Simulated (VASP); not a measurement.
# WC (Fm-3m) in VASP: a series of runs

WC is run at these levels: PBEsol; tasks: single point.

All numbers are computed with VASP 6.6.1; they aren't measurements. Logs are shortened: lines on timing, memory, paths and dates and some standing lists are left out, and cuts for length are marked.

### 1 The cell of the first run

Symmetry: Fm-3m, No. 225, cubic system. The conventional cell has a = 4.385 Å, b = 4.385 Å, c = 4.385 Å, α = 90.00°, β = 90.00°, γ = 90.00°. W (site symmetry m-3m) has 6 C at 2.19 Å within 2.9 Å. C (site symmetry m-3m) has 6 W at 2.19 Å within 2.9 Å.

### 2 Single point, PBEsol

Input file INCAR:

```
ALGO = Normal
EDIFF = 1E-6
ENCUT = 520
GGA = PS
ISIF = 2
ISMEAR = 0
LASPH = T
LCHARG = F
LREAL = F
LWAVE = F
NBANDS = 16
NELM = 60
PREC = Accurate
SIGMA = 0.5
```

Input file KPOINTS:

```
k-points
0
Gamma
  7 7 7
```

Input file POSCAR:

```
WC
1.0
    3.1009230000      0.0000000000      0.0000000000
    1.5504615000      2.6854780932      0.0000000000
    1.5504615000      0.8951593644      2.5318930272
W C
1 1
Direct
    0.0000000000      0.0000000000      0.0000000000
    0.5000000000      0.5000000000      0.5000000000
```

Potentials or basis: VASP PAW PBE potentials, release 64 (W_sv, C).

Run with:

```
> cat potpaw_PBE.64/W_sv/POTCAR potpaw_PBE.64/C/POTCAR > POTCAR
> mpirun -np 1 vasp_std > vasp.out
```

OUTCAR:

```text
EDIFF = 1E-6
   ENCUT = 520
   GGA = PS
   ISIF = 2
   ISMEAR = 0
   LASPH = T
   LREAL = F
   NELM = 60
   PREC = Accurate

 ion  position               nearest neighbor table
   1  0.000  0.000  0.000-   2 2.19   2 2.19   2 2.19   2 2.19   2 2.19   2 2.19
   2  0.500  0.500  0.500-   1 2.19   1 2.19   1 2.19   1 2.19   1 2.19   1 2.19

  LATTYP: Found a face centered cubic cell.
 ALAT       =     4.3853673625

  Lattice vectors:

 A1 = (   3.1009230000,   0.0000000000,   0.0000000000)
 A2 = (   1.5504615000,   2.6854780932,   0.0000000000)
 A3 = (   1.5504615000,   0.8951593644,   2.5318930272)

Analysis of symmetry for initial positions (statically):
=====================================================================
 Subroutine PRICEL returns:
 Original cell was already a primitive cell.

 Routine SETGRP: Setting up the symmetry group for a
 face centered cubic supercell.

 Subroutine GETGRP returns: Found 48 space group operations
[... 9 lines left out ...]

 Routine SETGRP: Setting up the symmetry group for a
 face centered cubic supercell.

 Subroutine GETGRP returns: Found 48 space group operations
[... 11 lines left out ...]
                                     Primitive cell

  volume of cell :      21.0842

  direct lattice vectors                    reciprocal lattice vectors
     3.100923000  0.000000000  0.000000000     0.322484628 -0.186186587 -0.131653798
     1.550461500  2.685478093  0.000000000     0.000000000  0.372373174 -0.131653798
     1.550461500  0.895159364  2.531893027     0.000000000  0.000000000  0.394961394

  length of vectors
     3.100923000  3.100923000  3.100923000     0.394961394  0.394961394  0.394961394

  position of ions in fractional coordinates (direct lattice)
     0.000000000  0.000000000  0.000000000
     0.500000000  0.500000000  0.500000000

  ion indices of the primitive-cell ions
   primitive index   ion index
                 1           1
                 2           2

----------------------------------------------------------------------------------------

 KPOINTS: k-points

Automatic generation of k-mesh.
 Grid dimensions read from file:
 generate k-points for:    7    7    7

 Generating k-lattice:

  Cartesian coordinates                     Fractional coordinates (reciprocal lattice)
     0.046069233 -0.026598084 -0.018807685     0.142857143  0.000000000  0.000000000
     0.000000000  0.053196168 -0.018807685     0.000000000  0.142857143  0.000000000
     0.000000000  0.000000000  0.056423056     0.000000000  0.000000000  0.142857143

  Length of vectors
     0.056423056  0.056423056  0.056423056

  Shift w.r.t. Gamma in fractional coordinates (k-lattice)
     0.000000000  0.000000000  0.000000000

 Subroutine IBZKPT returns following result:
 ===========================================

 Found     20 irreducible k-points:

 Following reciprocal coordinates:
            Coordinates               Weight
  0.000000  0.000000  0.000000      1.000000
  0.142857 -0.000000  0.000000      8.000000
  0.285714 -0.000000  0.000000      8.000000
  0.428571 -0.000000  0.000000      8.000000
  0.142857  0.142857  0.000000      6.000000
  0.285714  0.142857  0.000000     24.000000
[... 12 lines left out ...]
 -0.428571  0.428571  0.142857     24.000000
 -0.285714  0.428571  0.142857     24.000000
   k-points           NKPTS =     20   k-points in BZ     NKDIM =     20   number of bands    NBANDS=     16
   number of dos      NEDOS =    301   number of ions     NIONS =      2
   total plane-waves  NPLWV =  13824
   dimension x,y,z NGX =    24 NGY =   24 NGZ =   24
   dimension x,y,z NGXF=    48 NGYF=   48 NGZF=   48
   ions per type =               1   1
   NGX,Y,Z   is equivalent  to a cutoff of  12.87, 12.87, 12.87 a.u.
   NGXF,Y,Z  is equivalent  to a cutoff of  25.73, 25.73, 25.73 a.u.
 SYSTEM =  unknown system
   PREC   = accura    normal or accurate (medium, high low for compatibility)
   ISTART =      0    job   : 0-new  1-cont  2-samecut
   ICHARG =      2    charge: 1-file 2-atom 10-const
   ISPIN  =      1    spin polarized calculation?
   LNONCOLLINEAR =      F non collinear calculations
   LSORBIT =      F    spin-orbit coupling
   LASPH  =      T    aspherical Exc in radial PAW
   ENCUT  =  520.0 eV  38.22 Ry    6.18 a.u.   5.77  5.77  5.77*2*pi/ulx,y,z
   NELM   =     60;   NELMIN=  2; NELMDL= -5     # of ELM steps
   EDIFF  = 0.1E-05   stopping-criterion for ELM
   LREAL  =      F    real-space projection
   EDIFFG = 0.1E-04   stopping-criterion for IOM
   NSW    =      0    number of steps for IOM
   IBRION =     -1    ionic relax: 0-MD 1-quasi-New 2-CG
   NFREE  =      0    steps in history (QN), initial steepest desc. (CG)
   ISIF   =      2    stress and relaxation
   ISYM   =      2    0-nonsym 1-usesym 2-fastsym
   POTIM  = 0.5000    time-step for ionic-motion
   TEBEG  =    0.0;   TEEND  =   0.0 temperature during run
   PSTRESS=    0.0 pullay stress
   NELECT =      18.0000    total number of electrons
   NUPDOWN=      -1.0000    fix difference up-down
   EMIN   =  10.00;   EMAX   =-10.00  energy-range for DOS
   EFERMI =   0.00;   METHOD = LEGACY
   ISMEAR =     0;   SIGMA  =   0.50  broadening in eV -4-tet -1-fermi 0-gaus
   EFERMI_NEDOS =   21; number of points for ismear=-14 and -15
   IALGO  =     38    algorithm
   IMIX   =      4    mixing-type and parameters
     AMIX     =   0.40;   BMIX     =  1.00
     AMIX_MAG =   1.60;   BMIX_MAG =  1.00
  volume/ion in A,a.u.               =      10.54        71.14
  Fermi-wavevector in a.u.,A,eV,Ry     =   1.553029  2.934800 32.815897  2.411900
  Thomas-Fermi vector in A             =   2.657319
   LORBIT       =      0    0 simple, 1 ext, 2 COOP (PROOUT), +10 PAW based schemes
   GGA     = PS    functional components
   LHFCALC =     F    Hartree Fock is set to
   AEXX    =    0.0000 exact exchange contribution
   IVDW    =     0    specifies the selected vdW correction
   LEPSILON=     F    determine dielectric tensor
   LRPA    =     F    only Hartree local field effects (RPA)
 non-spin polarized calculation
 Gauss-broadening in eV      SIGMA  =   0.50
  energy-cutoff  :      520.00
  volume of cell :       21.08
 maximum number of plane-waves:       577
   NGX = 11   NGY = 11   NGZ = 11

 number of electron      18.0000001 magnetization

 Free energy of the ion-electron system (eV)
  ---------------------------------------------------
  ext. energy  EPLUGINS =         0.00000000
  ---------------------------------------------------
  free energy    TOTEN  =       -23.06133068 eV

  energy without entropy =      -22.94967994  energy(sigma->0) =      -23.00550531

 E-fermi :  12.1420     XC(G=0): -13.8420

 val. band max:       11.9393122605   @ k =  -0.1429   0.1429  -0.0000
 cond. band min:      12.1733110127   @ k =   0.2857   0.1429   0.0000
 fundamental gap:      0.2339987522
 Fermi energy:        12.1420017045

 k-point     1 :       0.0000    0.0000    0.0000
  band No.  band energies     occupation
      1     -63.1129      2.00000
      2     -27.1103      2.00000
      3     -27.1103      2.00000
      4     -27.1103      2.00000
      5      -3.5299      2.00000
      6       9.4938      2.00000
[... 8 lines left out ...]
     15      21.8794      0.00000
     16      35.4873      0.00000

 k-point     2 :       0.1429   -0.0000    0.0000
  band No.  band energies     occupation
      1     -63.1060      2.00000
      2     -27.2257      2.00000
      3     -27.1227      2.00000
      4     -27.1227      2.00000
      5      -2.9666      2.00000
      6       7.9107      2.00000
[... 8 lines left out ...]
     15      23.1188      0.00000
     16      31.4196      0.00000

 k-point     3 :       0.2857   -0.0000    0.0000
  band No.  band energies     occupation
      1     -63.0903      2.00000
      2     -27.4773      2.00000
      3     -27.1506      2.00000
      4     -27.1506      2.00000
      5      -1.4670      2.00000
      6       5.4274      2.00000
[... 8 lines left out ...]
     15      24.6622      0.00000
     16      28.1680      0.00000

 k-point     4 :       0.4286   -0.0000    0.0000
  band No.  band energies     occupation
      1     -63.0778      2.00000
      2     -27.6719      2.00000
      3     -27.1727      2.00000
      4     -27.1727      2.00000
      5       0.4805      2.00000
      6       3.1125      2.00000
[... 8 lines left out ...]
     15      24.6331      0.00000
     16      24.6331      0.00000

 k-point     5 :       0.1429    0.1429    0.0000
  band No.  band energies     occupation
      1     -63.1036      2.00000
      2     -27.2173      2.00000
      3     -27.1501      2.00000
      4     -27.1501      2.00000
      5      -2.8117      2.00000
      6       7.1239      2.00000
[... 8 lines left out ...]
     15      23.5758      0.00000
     16      31.3643      0.00000

 k-point     6 :       0.2857    0.1429    0.0000
  band No.  band energies     occupation
      1     -63.0909      2.00000
      2     -27.4033      2.00000
      3     -27.1872      2.00000
      4     -27.1776      2.00000
      5      -1.7439      2.00000
      6       5.4759      2.00000
[... 8 lines left out ...]
     15      25.0575      0.00000
     16      27.3808      0.00000
[... 191 lines left out ...]
 k-point    17 :       0.4286    0.2857    0.1429
  band No.  band energies     occupation
      1     -63.0791      2.00000
      2     -27.5031      2.00000
      3     -27.2923      2.00000
      4     -27.1989      2.00000
      5      -0.8281      2.00000
      6       4.6607      2.00000
[... 8 lines left out ...]
     15      24.1422      0.00000
     16      25.4805      0.00000

 k-point    18 :      -0.4286    0.2857    0.1429
  band No.  band energies     occupation
      1     -63.0696      2.00000
      2     -27.5804      2.00000
      3     -27.3578      2.00000
      4     -27.2357      2.00000
      5      -0.0033      2.00000
      6       4.1487      2.00000
[... 8 lines left out ...]
     15      24.0225      0.00000
     16      25.2769      0.00000

 k-point    19 :      -0.4286    0.4286    0.1429
  band No.  band energies     occupation
      1     -63.0654      2.00000
      2     -27.5751      2.00000
      3     -27.3704      2.00000
      4     -27.3049      2.00000
      5      -0.7108      2.00000
      6       5.7904      2.00000
[... 8 lines left out ...]
     15      23.9286      0.00000
     16      26.7043      0.00000

 k-point    20 :      -0.2857    0.4286    0.1429
  band No.  band energies     occupation
      1     -63.0644      2.00000
      2     -27.5041      2.00000
      3     -27.4756      2.00000
      4     -27.2931      2.00000
      5      -0.3005      2.00000
      6       5.2466      2.00000
[... 8 lines left out ...]
     15      24.3708      0.00000
     16      24.9012      0.00000

------------------------ aborting loop because EDIFF is reached ----------------------------------------

  FORCE on cell =-STRESS in cart. coord.  units (eV):
  Direction    XX          YY          ZZ          XY          YZ          ZX
  --------------------------------------------------------------------------------------
  -------------------------------------------------------------------------------------
  Total       -1.1429924     -1.1429924     -1.1429924     -0.0000000     -0.0000000     -0.0000000
  in kB      -86.8552306    -86.8552306    -86.8552306     -0.0000000     -0.0000000     -0.0000000
  external PRESSURE =     -86.8552306 kB  Pullay stress =       0.0000000 kB

 VOLUME and BASIS-vectors are now :
 -----------------------------------------------------------------------------
  energy-cutoff  :      520.00
  volume of cell :       21.08
      direct lattice vectors                 reciprocal lattice vectors
     3.100923000  0.000000000  0.000000000     0.322484628 -0.186186587 -0.131653798
     1.550461500  2.685478093  0.000000000     0.000000000  0.372373174 -0.131653798
     1.550461500  0.895159364  2.531893027     0.000000000  0.000000000  0.394961394

 POSITION                                       TOTAL-FORCE (eV/Angst)
 -----------------------------------------------------------------------------------
      0.00000      0.00000      0.00000         0.000000     -0.000000      0.000000
      3.10092      1.79032      1.26595        -0.000000      0.000000      0.000000
 -----------------------------------------------------------------------------------
    total drift:                               -0.000000      0.000000      0.000000

  FREE ENERGIE OF THE ION-ELECTRON SYSTEM (eV)
  ---------------------------------------------------
  free  energy   TOTEN  =       -23.0613306784 eV

  energy  without entropy=      -22.9496799405  energy(sigma->0) =      -23.00550531
```

Wall time 4.3 s (1 thread of Intel Xeon 6975P-C (Granite Rapids), shared host); peak memory 0.14 GiB.

What came out:

| Quantity | Value |
| --- | --- |
| Free energy | -23.0613 eV |
| Pressure | -8.7 GPa |
| Band gap on the k mesh | zero (band 9 reaches 13.04 eV, above the bottom of band 10 at 10.28 eV) |

Levels at points of the mesh, in eV from the Fermi level:
| k point | band 7 | band 8 | band 9 | band 10 | band 11 | band 12 |
| --- | --- | --- | --- | --- | --- | --- |
| (0.00, 0.00, 0.00) | -2.65 | -2.65 | -0.92 | -0.92 | -0.92 | -0.86 |

Caveat: the PAW data sets were made with another functional, which shifts forces and pressure a little; spin-orbit coupling is left out, which moves the levels of the heavy elements.

### 3 Single point, PBEsol

Input file INCAR:

```
SYSTEM = WC
PREC     = Accurate       ! precision mode
ENCUT    = 520            ! plane-wave cutoff, eV
EDIFF    = 1E-7           ! SCF threshold, eV
ISMEAR   = 0              ! smearing method
SIGMA    = 0.3            ! smearing width, eV
LREAL    = .False.        ! projectors in reciprocal space
LASPH    = .True.         ! aspherical terms in the spheres
NELM     = 100            ! most SCF steps
ALGO     = Normal         ! electronic algorithm
ISIF     = 2              ! what is computed and relaxed
LWAVE    = .False.        ! write WAVECAR
LCHARG   = .False.        ! write CHGCAR
GGA      = PS             ! functional
NBANDS   = 16             ! bands
```

Input file KPOINTS:

```
Automatic mesh
0
Gamma
  7 7 7
  0 0 0
```

POSCAR is that of step 2.

Potentials or basis: VASP PAW PBE potentials, release 64 (W_sv, C).

Run with:

```
> cat potpaw_PBE.64/W_sv/POTCAR potpaw_PBE.64/C/POTCAR > POTCAR
> mpirun -np 1 vasp_std > vasp.out
```

Wall time 4.2 s (1 thread of Intel Xeon 6975P-C (Granite Rapids), shared host); peak memory 0.14 GiB.

Results (log left out):

* Free energy: -23.0257 eV
* Pressure: -9.1 GPa
* Band gap on the k mesh: zero (band 9 reaches 13.03 eV, above the bottom of band 10 at 10.27 eV)

Levels at points of the mesh, in eV from the Fermi level:
```csv
k point,band 7,band 8,band 9,band 10,band 11,band 12
"(0.00, 0.00, 0.00)",-2.60,-2.60,-0.87,-0.87,-0.87,-0.81
```

Caveat: the PAW data sets were made with another functional, which shifts forces and pressure a little; spin-orbit coupling is left out, which moves the levels of the heavy elements.

### 4 Single point, PBEsol

Input file INCAR:

```
PREC = Accurate
ENCUT = 520
EDIFF = 1E-6
ISMEAR = 0
SIGMA = 0.2
LREAL = False
LASPH = True
NELM = 60
ALGO = Normal
ISIF = 2
LWAVE = False
LCHARG = True
GGA = PS
LELF = True
LVHAR = True
NBANDS = 16
```

Input file KPOINTS:

```
regular mesh
0
Gamma
  7 7 7
```

POSCAR is that of step 3.

Run with:

```
> cat potpaw_PBE.64/W_sv/POTCAR potpaw_PBE.64/C/POTCAR > POTCAR
> mpirun -np 1 vasp_std > vasp.out
```

Run time: 4.3 s. Hardware: 1 thread of Intel Xeon 6975P-C (Granite Rapids), shared host; peak memory 0.13 GiB.

It converged, with:

```
Free energy            : -23.0144 eV
Pressure               : -9.3 GPa
Band gap on the k mesh : zero (band 9 reaches 13.02 eV, above the bottom of band 10 at 10.27 eV)
```

Levels at points of the mesh, in eV from the Fermi level:
```csv
k point,band 6,band 7,band 8,band 9,band 10,band 11,band 12,band 13
"(0.00, 0.00, 0.00)",-2.57,-2.57,-2.57,-0.82,-0.82,-0.82,-0.78,-0.78
```

Caveat: the PAW data sets were made with another functional, which shifts forces and pressure a little; spin-orbit coupling is left out, which moves the levels of the heavy elements.

### 5 Single point, PBEsol

Edit INCAR of step 4 so:

```diff
@@ -4,3 +4,3 @@
 ISMEAR = 0
-SIGMA = 0.2
+SIGMA = 0.1
 LREAL = False
```

KPOINTS is that of step 4.

POSCAR is that of step 4.

Run with:

```
> cat potpaw_PBE.64/W_sv/POTCAR potpaw_PBE.64/C/POTCAR > POTCAR
> mpirun -np 1 vasp_std > vasp.out
```

Run time: 4.3 s. Hardware: 1 thread of Intel Xeon 6975P-C (Granite Rapids), shared host; peak memory 0.14 GiB.

Results (log left out):

| Property | Result |
| --- | --- |
| Free energy | -23.0087 eV |
| Pressure | -9.4 GPa |
| Band gap on the k mesh | zero (band 9 reaches 13.02 eV, above the bottom of band 10 at 10.26 eV) |

Levels at points of the mesh, in eV from the Fermi level:
| k point | band 5 | band 6 | band 7 | band 8 | band 9 | band 10 | band 11 | band 12 | band 13 | band 14 |
| --- | --- | --- | --- | --- | --- | --- | --- | --- | --- | --- |
| (0.00, 0.00, 0.00) | -15.53 | -2.53 | -2.53 | -2.53 | -0.77 | -0.77 | -0.77 | -0.75 | -0.75 | 6.78 |

Caveat: the PAW data sets were made with another functional, which shifts forces and pressure a little; spin-orbit coupling is left out, which moves the levels of the heavy elements.

### 6 Overview

| smearing | gap on the mesh (eV) | pressure (GPa) |
| --- | --- | --- |
| gaussian 0.5 eV | none | -8.7 |
| gaussian 0.3 eV | none | -9.1 |
| gaussian 0.2 eV | none | -9.3 |
| gaussian 0.1 eV | none | -9.4 |

Alike in all rows: task single point; level PBEsol; potentials or basis VASP PAW PBE potentials, release 64 (W_sv, C); no spin polarisation; cell as given; k mesh 7 × 7 × 7; cutoff (eV) 520.

Every run on the cell as given and a fine mesh finds a metal.

Caveats: the PAW data sets were made with another functional, which shifts forces and pressure a little; spin-orbit coupling is left out, which moves the levels of the heavy elements.

Absolute energies hang on the potentials; compare differences alone.
